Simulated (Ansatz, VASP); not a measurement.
# C in VASP and in Ansatz

```xyz
4
Lattice="2.4449 0.0000 0.0000 -1.2225 2.1174 0.0000 0.0000 0.0000 6.6552" Properties=species:S:1:pos:R:3 pbc="T T T"
C     0.0000    0.0000    4.9914
C     0.0000    0.0000    1.6638
C     0.0000    1.4116    4.9914
C     1.2225    0.7058    1.6638
```

Alike in both runs: functional LDA; k mesh 21 × 21 × 6; occupations gaussian, width 0.1 eV; no spin polarisation.

Ansatz relaxed the structure, and its values are those at the end. VASP's run is a single point on that final structure, the one shown.

|  | VASP | Ansatz |
| --- | --- | --- |
| version | VASP 6.6.1 | Ansatz 0.2.0 |
| potentials or method | VASP PAW LDA potentials, release 64 (C), cutoff 520 eV | scalar-relativistic, plane waves, PAW |
| valence electrons in the cell | 16 | 16 |

|  | VASP | Ansatz | Ansatz less VASP |
| --- | --- | --- | --- |
| gap on the k mesh at the Fermi level (eV) | none | none | - |
| pressure (GPa) | 0.8 | 0.0 | -0.81 |

LDA's correlation is that of Perdew and Zunger in VASP and of Perdew and Wang (1992) in Ansatz. A gap of «none» marks a metal or a gap that the smearing closes.
